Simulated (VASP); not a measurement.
# TePb3 (P6_3/mmc) in VASP: single point with PBE+D3(BJ)

Aim: the single point of TePb3 with PBE+D3(BJ).

Program: VASP 6.6.1. These are calculated values, not measurements. Logs are shortened: lines on timing, memory, paths and dates and some standing lists are left out, and cuts for length are marked.

**1. The cell of the first run**

It takes space group P6_3/mmc (No. 194, hexagonal). Conventional cell: a = 7.067 Å, b = 7.067 Å, c = 5.963 Å, α = 90.00°, β = 90.00°, γ = 120.00°. Within 4.6 Å of Te (site symmetry -6m2) lie 12 Pb at 3.53 to 3.61 Å. Within 4.6 Å of Pb (site symmetry mm2) lie 8 Pb at 3.52 to 3.62 Å and 4 Te at 3.53 to 3.61 Å.

**2. Single point, PBE+D3(BJ)**

Input file INCAR:

```
  ALGO = Fast
  EDIFF = 1E-6
  ENCUT = 520
  GGA = PE
  ISIF = 2
  ISMEAR = 0
  IVDW = 12
  LASPH = T
  LCHARG = F
  LREAL = F
  LWAVE = F
  NBANDS = 58
  NELM = 60
  PREC = Accurate
  SIGMA = 0.1
```

Input file KPOINTS:

```
k-points
0
Gamma
  6 6 6
```

Input file POSCAR:

```
TePb3
1.0
    7.0673074525      0.0000000000      0.0000000000
   -3.5336537263      6.1204677902      0.0000000000
    0.0000000000      0.0000000000      5.9632370000
Te Pb
2 6
Direct
    0.6666666700      0.3333333300      0.2500000000
    0.3333333300      0.6666666700      0.7500000000
    0.3348230000      0.1674115000      0.7500000000
    0.8325885000      0.1674115000      0.7500000000
    0.8325885000      0.6651770000      0.7500000000
    0.6651770000      0.8325885000      0.2500000000
    0.1674115000      0.8325885000      0.2500000000
    0.1674115000      0.3348230000      0.2500000000
```

Potentials or basis: VASP PAW PBE potentials, release 64 (Te, Pb_d).

Started as:

```console
> cat potpaw_PBE.64/Te/POTCAR potpaw_PBE.64/Pb_d/POTCAR > POTCAR
> mpirun -np 1 vasp_std > vasp.out
```

OUTCAR:

```text
EDIFF = 1E-6
   ENCUT = 520
   GGA = PE
   ISIF = 2
   ISMEAR = 0
   IVDW = 12
   LASPH = T
   LREAL = F
   NELM = 60
   PREC = Accurate
 IVDW          = 12

 ion  position               nearest neighbor table
   1  0.667  0.333  0.250-   8 3.53   6 3.53   7 3.53   7 3.53   8 3.53   6 3.53   4 3.61   4 3.61
                             3 3.61   3 3.61   5 3.61   5 3.61
   2  0.333  0.667  0.750-   5 3.53   3 3.53   4 3.53   4 3.53   5 3.53   3 3.53   7 3.61   7 3.61
                             6 3.61   6 3.61   8 3.61   8 3.61
   3  0.335  0.167  0.750-   5 3.52   4 3.52   2 3.53   2 3.53   5 3.55   4 3.55   1 3.61   1 3.61
                             7 3.62   7 3.62   8 3.62   8 3.62
   4  0.833  0.167  0.750-   3 3.52   5 3.52   2 3.53   2 3.53   3 3.55   5 3.55   1 3.61   1 3.61
                             8 3.62   8 3.62   6 3.62   6 3.62
   5  0.833  0.665  0.750-   3 3.52   4 3.52   2 3.53   2 3.53   3 3.55   4 3.55   1 3.61   1 3.61
                             7 3.62   7 3.62   6 3.62   6 3.62
   6  0.665  0.833  0.250-   8 3.52   7 3.52   1 3.53   1 3.53   8 3.55   7 3.55   2 3.61   2 3.61
                             4 3.62   4 3.62   5 3.62   5 3.62
   7  0.167  0.833  0.250-   6 3.52   8 3.52   1 3.53   1 3.53   6 3.55   8 3.55   2 3.61   2 3.61
                             5 3.62   5 3.62   3 3.62   3 3.62
   8  0.167  0.335  0.250-   6 3.52   7 3.52   1 3.53   1 3.53   6 3.55   7 3.55   2 3.61   2 3.61
                             4 3.62   4 3.62   3 3.62   3 3.62

  LATTYP: Found a hexagonal cell.
 ALAT       =     7.0673074525
 C/A-ratio  =     0.8437777810

  Lattice vectors:

 A1 = (   7.0673074525,   0.0000000000,   0.0000000000)
 A2 = (  -3.5336537263,   6.1204677902,   0.0000000000)
 A3 = (   0.0000000000,   0.0000000000,   5.9632370000)

Analysis of symmetry for initial positions (statically):
=====================================================================
 Subroutine PRICEL returns:
 Original cell was already a primitive cell.

 Routine SETGRP: Setting up the symmetry group for a
 hexagonal supercell.

 Subroutine GETGRP returns: Found 24 space group operations
 (whereof 12 operations were pure point group operations)
 out of a pool of 24 trial point group operations.

The static configuration has the point symmetry D_3d.
 The point group associated with its full space group is D_6h.

Analysis of symmetry for dynamics (positions and initial velocities):
=====================================================================
 Subroutine PRICEL returns:
 Original cell was already a primitive cell.

 Routine SETGRP: Setting up the symmetry group for a
 hexagonal supercell.

 Subroutine GETGRP returns: Found 24 space group operations
 (whereof 12 operations were pure point group operations)
 out of a pool of 24 trial point group operations.

The dynamic configuration has the point symmetry D_3d.
 The point group associated with its full space group is D_6h.

 Subroutine INISYM returns: Found 24 space group operations
 (whereof 12 operations are pure point group operations),
 and found     1 'primitive' translations

----------------------------------------------------------------------------------------

                                     Primitive cell

  volume of cell :     257.9412

  direct lattice vectors                    reciprocal lattice vectors
     7.067307452  0.000000000  0.000000000     0.141496603  0.081693102  0.000000000
    -3.533653726  6.120467790  0.000000000     0.000000000  0.163386204  0.000000000
     0.000000000  0.000000000  5.963237000     0.000000000  0.000000000  0.167694157

  length of vectors
     7.067307452  7.067307453  5.963237000     0.163386204  0.163386204  0.167694157

  position of ions in fractional coordinates (direct lattice)
     0.666666670  0.333333330  0.250000000
     0.333333330  0.666666670  0.750000000
     0.334823000  0.167411500  0.750000000
     0.832588500  0.167411500  0.750000000
     0.832588500  0.665177000  0.750000000
     0.665177000  0.832588500  0.250000000
     0.167411500  0.832588500  0.250000000
     0.167411500  0.334823000  0.250000000

  ion indices of the primitive-cell ions
   primitive index   ion index
                 1           1
                 2           2
                 3           3
                 4           4
                 5           5
                 6           6
                 7           7
                 8           8

----------------------------------------------------------------------------------------

 KPOINTS: k-points

Automatic generation of k-mesh.
 Grid dimensions read from file:
 generate k-points for:    6    6    6

 Generating k-lattice:

  Cartesian coordinates                     Fractional coordinates (reciprocal lattice)
     0.023582767  0.013615517  0.000000000     0.166666667  0.000000000  0.000000000
     0.000000000  0.027231034  0.000000000     0.000000000  0.166666667  0.000000000
     0.000000000  0.000000000  0.027949026     0.000000000  0.000000000  0.166666667

  Length of vectors
     0.027231034  0.027231034  0.027949026

  Shift w.r.t. Gamma in fractional coordinates (k-lattice)
     0.000000000  0.000000000  0.000000000

 Subroutine IBZKPT returns following result:
 ===========================================

 Found     28 irreducible k-points:

 Following reciprocal coordinates:
            Coordinates               Weight
  0.000000  0.000000  0.000000      1.000000
  0.166667  0.000000  0.000000      6.000000
  0.333333  0.000000  0.000000      6.000000
  0.500000  0.000000  0.000000      3.000000
  0.166667  0.166667  0.000000      6.000000
  0.333333  0.166667  0.000000     12.000000
[... 16 lines left out ...]
  0.166667  0.000000  0.500000      6.000000
  0.333333  0.000000  0.500000      6.000000
 [... further k-points ...]
   k-points           NKPTS =     28   k-points in BZ     NKDIM =     28   number of bands    NBANDS=     58
   number of dos      NEDOS =    301   number of ions     NIONS =      8
   total plane-waves  NPLWV = 139968
   dimension x,y,z NGX =    54 NGY =   54 NGZ =   48
   dimension x,y,z NGXF=   108 NGYF=  108 NGZF=   96
   ions per type =               2   6
   NGX,Y,Z   is equivalent  to a cutoff of  12.70, 12.70, 13.38 a.u.
   NGXF,Y,Z  is equivalent  to a cutoff of  25.41, 25.41, 26.76 a.u.
 SYSTEM =  unknown system
   PREC   = accura    normal or accurate (medium, high low for compatibility)
   ISTART =      0    job   : 0-new  1-cont  2-samecut
   ICHARG =      2    charge: 1-file 2-atom 10-const
   ISPIN  =      1    spin polarized calculation?
   LNONCOLLINEAR =      F non collinear calculations
   LSORBIT =      F    spin-orbit coupling
   LASPH  =      T    aspherical Exc in radial PAW
   ENCUT  =  520.0 eV  38.22 Ry    6.18 a.u.  13.14 13.14 11.09*2*pi/ulx,y,z
   NELM   =     60;   NELMIN=  2; NELMDL= -5     # of ELM steps
   EDIFF  = 0.1E-05   stopping-criterion for ELM
   LREAL  =      F    real-space projection
   EDIFFG = 0.1E-04   stopping-criterion for IOM
   NSW    =      0    number of steps for IOM
   IBRION =     -1    ionic relax: 0-MD 1-quasi-New 2-CG
   NFREE  =      0    steps in history (QN), initial steepest desc. (CG)
   ISIF   =      2    stress and relaxation
   ISYM   =      2    0-nonsym 1-usesym 2-fastsym
   POTIM  = 0.5000    time-step for ionic-motion
   TEBEG  =    0.0;   TEEND  =   0.0 temperature during run
   PSTRESS=    0.0 pullay stress
   NELECT =      96.0000    total number of electrons
   NUPDOWN=      -1.0000    fix difference up-down
   EMIN   =  10.00;   EMAX   =-10.00  energy-range for DOS
   EFERMI =   0.00;   METHOD = LEGACY
   ISMEAR =     0;   SIGMA  =   0.10  broadening in eV -4-tet -1-fermi 0-gaus
   EFERMI_NEDOS =   21; number of points for ismear=-14 and -15
   IALGO  =     68    algorithm
   IMIX   =      4    mixing-type and parameters
     AMIX     =   0.40;   BMIX     =  1.00
     AMIX_MAG =   1.60;   BMIX_MAG =  1.00
  volume/ion in A,a.u.               =      32.24       217.58
  Fermi-wavevector in a.u.,A,eV,Ry     =   1.177583  2.225310 18.867236  1.386703
  Thomas-Fermi vector in A             =   2.313927
   LORBIT       =      0    0 simple, 1 ext, 2 COOP (PROOUT), +10 PAW based schemes
   GGA     = PE    functional components
   LHFCALC =     F    Hartree Fock is set to
   AEXX    =    0.0000 exact exchange contribution
   IVDW    =    12    specifies the selected vdW correction
   LEPSILON=     F    determine dielectric tensor
   LRPA    =     F    only Hartree local field effects (RPA)
 non-spin polarized calculation
 RMM-DIIS sequential band-by-band and
 Gauss-broadening in eV      SIGMA  =   0.10
  energy-cutoff  :      520.00
  volume of cell :      257.94
 maximum number of plane-waves:      6987
 NGX is ok and might be reduce to    54
   NGX = 27   NGY = 27   NGZ = 23

 number of electron      96.0000006 magnetization

 Free energy of the ion-electron system (eV)
  ---------------------------------------------------
  ext. energy  EPLUGINS =         0.00000000
  ---------------------------------------------------
  free energy    TOTEN  =       -27.75715801 eV

  energy without entropy =      -27.73316313  energy(sigma->0) =      -27.74516057

 E-fermi :   6.6726     XC(G=0):  -9.7877

 val. band max:        6.6714277458   @ k =   0.3333   0.0000   0.3333
 cond. band min:       6.6955945154   @ k =   0.5000   0.0000   0.3333
 fundamental gap:      0.0241667697
 Fermi energy:         6.6726299644

 k-point     1 :       0.0000    0.0000    0.0000
  band No.  band energies     occupation
      1     -10.5657      2.00000
      2     -10.5543      2.00000
      3     -10.5543      2.00000
      4     -10.5092      2.00000
      5     -10.5076      2.00000
      6     -10.4974      2.00000
[... 50 lines left out ...]
     57      12.0069      0.00000
     58      12.1235      0.00000

 k-point     2 :       0.1667    0.0000    0.0000
  band No.  band energies     occupation
      1     -10.5561      2.00000
      2     -10.5469      2.00000
      3     -10.5383      2.00000
      4     -10.5021      2.00000
      5     -10.5003      2.00000
      6     -10.4936      2.00000
[... 1337 lines left out ...]
      2     -10.5311      2.00000
      3     -10.5006      2.00000
      4     -10.5006      2.00000
      5     -10.4900      2.00000
      6     -10.4900      2.00000
[... 50 lines left out ...]
     57       9.5713      0.00000
     58       9.5787      0.00000

 [... further k-points ...]

------------------------ aborting loop because EDIFF is reached ----------------------------------------

 Edisp (eV)   -3.21312

 E8    (eV) :    -1.5878

  FORCE on cell =-STRESS in cart. coord.  units (eV):
  Direction    XX          YY          ZZ          XY          YZ          ZX
  --------------------------------------------------------------------------------------
  -------------------------------------------------------------------------------------
  Total      -4.68342    -4.68342    -3.12862     0.00000    -0.00000     0.00000
  in kB     -29.09065   -29.09065   -19.43312     0.00000    -0.00000     0.00000
  external pressure =      -25.87 kB  Pullay stress =        0.00 kB

 VOLUME and BASIS-vectors are now :
 -----------------------------------------------------------------------------
  energy-cutoff  :      520.00
  volume of cell :      257.94
      direct lattice vectors                 reciprocal lattice vectors
     7.067307452  0.000000000  0.000000000     0.141496603  0.081693102  0.000000000
    -3.533653726  6.120467790  0.000000000     0.000000000  0.163386204  0.000000000
     0.000000000  0.000000000  5.963237000     0.000000000  0.000000000  0.167694157

 POSITION                                       TOTAL-FORCE (eV/Angst)
 -----------------------------------------------------------------------------------
      3.53365      2.04016      1.49081         0.000000      0.000000      0.000000
     -0.00000      4.08031      4.47243         0.000000     -0.000000      0.000000
      1.77472      1.02464      4.47243         0.046214      0.026682      0.000000
      5.29258      1.02464      4.47243        -0.046214      0.026682      0.000000
      3.53365      4.07119      4.47243         0.000000     -0.053364      0.000000
      1.75893      5.09583      1.49081        -0.046214     -0.026682      0.000000
     -1.75893      5.09583      1.49081         0.046214     -0.026682      0.000000
     -0.00000      2.04927      1.49081        -0.000000      0.053364     -0.000000
 -----------------------------------------------------------------------------------
    total drift:                               -0.000033      0.000019     -0.000000

  FREE ENERGIE OF THE ION-ELECTRON SYSTEM (eV)
  ---------------------------------------------------
  free  energy   TOTEN  =       -30.9702798243 eV

  energy  without entropy=      -30.9462849395  energy(sigma->0) =      -30.95828238
```

Wall time 13 min (1 thread of AMD EPYC 7R43 (Zen 3), shared host); peak memory 0.54 GiB.

Results:

```
Free energy                : -30.9703 eV
Pressure                   : -2.6 GPa
Largest force              : 0.053 eV/Å
Band gap on the k mesh     : zero (band 48 reaches 8.00 eV, above the bottom of band 49 at 6.42 eV)
Dispersion energy per atom : -0.402 eV
```

Forces in eV/Å, atoms in the order of the input:
```
Te   0.000  0.000  0.000
Te   0.000  0.000  0.000
Pb   0.046  0.027  0.000
Pb  -0.046  0.027  0.000
Pb   0.000 -0.053  0.000
Pb  -0.046 -0.027  0.000
Pb   0.046 -0.027  0.000
Pb   0.000  0.053  0.000
```

Levels at points of the mesh, in eV from the Fermi level:
```
           k point  band 44  band 45  band 46  band 47  band 48  band 49  band 50  band 51  band 52  band 53
(0.00, 0.00, 0.00)    -2.85    -2.38    -1.81    -0.51    -0.51     0.11     1.10     1.10     1.37     1.37
(0.50, 0.00, 0.00)    -2.14    -1.83    -1.36    -0.88    -0.75    -0.18     0.26     1.22     1.25     1.46
(0.00, 0.00, 0.50)    -3.81    -0.80    -0.80     1.33     1.33     1.49     1.49     1.49     1.49     3.08
(0.50, 0.00, 0.50)    -1.80    -1.20    -1.20    -0.20    -0.20    -0.16    -0.16     1.27     1.27     1.70
```

Caveat: spin-orbit coupling is left out, which moves the levels of the heavy elements; pairwise dispersion overbinds metals, which lowers pressure and volume.
